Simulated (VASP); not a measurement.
**BP: single point with PBE**

BP, a wire with vacuum:

```xyz
14
Lattice="18.6000 0.0000 0.0000 0.0000 9.3000 0.0000 0.0000 0.0000 5.5668" Properties=species:S:1:pos:R:3 pbc="T T T"
B    14.1210    4.6500    1.8556
B    10.9070    4.6500    1.8556
B    12.5140    4.6500    4.6390
B     7.6930    4.6500    1.8556
B     9.3000    4.6500    4.6390
B     4.4790    4.6500    1.8556
B     6.0860    4.6500    4.6390
P    12.5140    4.6500    0.9278
P    14.1210    4.6500    3.7112
P     9.3000    4.6500    0.9278
P    10.9070    4.6500    3.7112
P     6.0860    4.6500    0.9278
P     7.6930    4.6500    3.7112
P     4.4790    4.6500    3.7112
```

```
Program             : VASP 6.6.1
Task                : single point
Functional          : PBE
Potentials or basis : VASP PAW PBE potentials, release 64 (B, P)
Cutoff              : 520 eV
k mesh              : 1 × 1 × 6
Occupations         : gaussian, width 0.05 eV
Spin                : no spin polarisation
```

```yaml
Largest_force: 3.470 eV/Å
Band_gap_on_the_k_mesh: zero (bands 28 and 29 overlap by 0.23 eV)
```

Forces on the atoms (eV/Å):
```
B   -2.296  0.000  2.601
B   -0.029  0.000  0.405
B   -0.521  0.000 -0.604
B    0.029  0.000  0.405
B    0.000  0.000 -0.157
B    2.296  0.000  2.601
B    0.521  0.000 -0.604
P    1.338  0.000 -0.554
P    1.424  0.000 -1.558
P    0.000  0.000 -0.221
P    0.043  0.000 -0.100
P   -1.338  0.000 -0.554
P   -0.043  0.000 -0.100
P   -1.424  0.000 -1.558
```

Levels at points of the mesh, in eV from the Fermi level:
```
           k point  band 25  band 26  band 27  band 28  band 29  band 30  band 31  band 32
(0.00, 0.00, 0.00)    -0.73    -0.72    -0.06     0.14     0.43     0.69     1.33     1.35
(0.00, 0.00, 0.50)    -1.18    -1.00    -0.79    -0.72    -0.09     0.13     1.86     2.44
```

Wall time 2.9 min on 1 thread of Intel(R) Xeon(R) 6975P-C (Granite Rapids), with other jobs on the host, peak memory 0.82 GiB.
